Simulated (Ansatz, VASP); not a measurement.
# One calculation of Hf3Ru, two programs

```
Hf Ru
1.0
     4.12201    0.00000    0.00000
     0.00000    4.12201    0.00000
     0.00000    0.00000    4.12201
Hf Ru
3 1
Direct
  0.00000 0.50000 0.50000
  0.50000 0.00000 0.50000
  0.50000 0.50000 0.00000
  0.00000 0.00000 0.00000
```

Alike in both runs: task relaxation of cell and atoms; functional PBE; k mesh 4 × 4 × 4; occupations gaussian, width 0.1 eV; no spin polarisation.

|  | VASP | Ansatz |
| --- | --- | --- |
| version | VASP 6.6.1 | Ansatz 0.2.0 |
| potentials or method | VASP PAW PBE potentials, release 64 (Hf_pv, Ru_pv), cutoff 600 eV | scalar-relativistic, plane waves, PAW |
| valence electrons in the cell | 44 | 94 |

|  | VASP | Ansatz | Ansatz less VASP |
| --- | --- | --- | --- |
| gap on the k mesh at the Fermi level, each at its own relaxed structure (eV) | none | none | - |
| relaxed volume (Å³/atom) | 19.73 | 19.86 | +0.130 |
| relaxed length of the cell vector where the two differ most in proportion (Å) | 4.289 | 4.299 | +0.0094 |

A gap of «none» marks a metal or a gap that the smearing closes. VASP's potentials hold 44 valence electrons a cell and Ansatz's 94, so a difference there can come from the potentials and not from the codes.

The k mesh is coarse, so the values compare programs but aren't converged. Spin-orbit coupling is off throughout.
